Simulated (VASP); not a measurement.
Set up this calculation in VASP 6.6.1, as the native input.

| Quantity | Value |
| --- | --- |
| Task | relaxation of cell and atoms |
| Functional | PBEsol |
| Dispersion | D3(BJ) |
| Potentials or basis | VASP PAW PBE potentials, release 64 (Tl_d) |
| Cutoff | 600 eV |
| k mesh | 8 × 8 × 8 |
| Occupations | gaussian, width 0.1 eV |
| Spin | no spin polarisation |
| Target pressure | 45 GPa |
| Dipole correction | no |
| Further INCAR settings | ALGO = Normal; EDIFF = 1e-06; IBRION = 2; EDIFFG = -0.02; NSW = 80; ISIF = 3 |

The structure of Tl lies in POSCAR:

```
Tl
1.0
    3.1600000000      0.0000000000      0.0000000000
    0.0000000000      3.1600000000      0.0000000000
    0.0000000000      0.0000000000      3.1600000000
Tl
1
Direct
    0.0000000000      0.0000000000      0.0000000000
```

The input as run:

INCAR

```
SYSTEM = Tl
ALGO = Normal
EDIFF = 1E-6
EDIFFG = -0.02
ENCUT = 600
GGA = PS
IBRION = 2
ISIF = 3
ISMEAR = 0
IVDW = 12
LASPH = .TRUE.
LCHARG = .FALSE.
LREAL = .FALSE.
LWAVE = .FALSE.
NELM = 80
NSW = 80
PREC = Accurate
PSTRESS = 450.0
SIGMA = 0.1
```

KPOINTS

```
k-points
0
G
  8 8 8
  0 0 0
```

Potentials or basis: VASP PAW PBE potentials, release 64 (Tl_d).

Command:

```bash
$ cat potpaw_PBE.64/Tl_d/POTCAR > POTCAR
$ mpirun -np 1 vasp_std > vasp.out
```

It gave:

```yaml
Relaxed_volume: 19.72 Å³/atom
Relaxed_cell: a = 2.702 Å, b = 2.702 Å, c = 2.702 Å, α = 90.00°, β = 90.00°, γ = 90.00°
Space_group_after_relaxing_to_0.05_Å: Pm-3m (No. 221)
Energy_change_on_relaxing_the_enthalpy_is_what_falls: +855.1 meV/atom
Ionic_steps: 10
Pressure_after_relaxing: 45.0 GPa
Dispersion_energy_per_atom: -0.559 eV
```

Caveat: the cell is relaxed towards a set pressure, so the enthalpy falls and the energy may rise; the volume moved by over 15 % at a fixed basis, so the end points are rough; the PAW data sets were made with another functional, which shifts forces and pressure a little; pairwise dispersion overbinds metals, which lowers pressure and volume.

Run time: 38 s on 1 thread of Intel(R) Xeon(R) 6975P-C (Granite Rapids), on a shared host, peak memory 0.22 GiB.
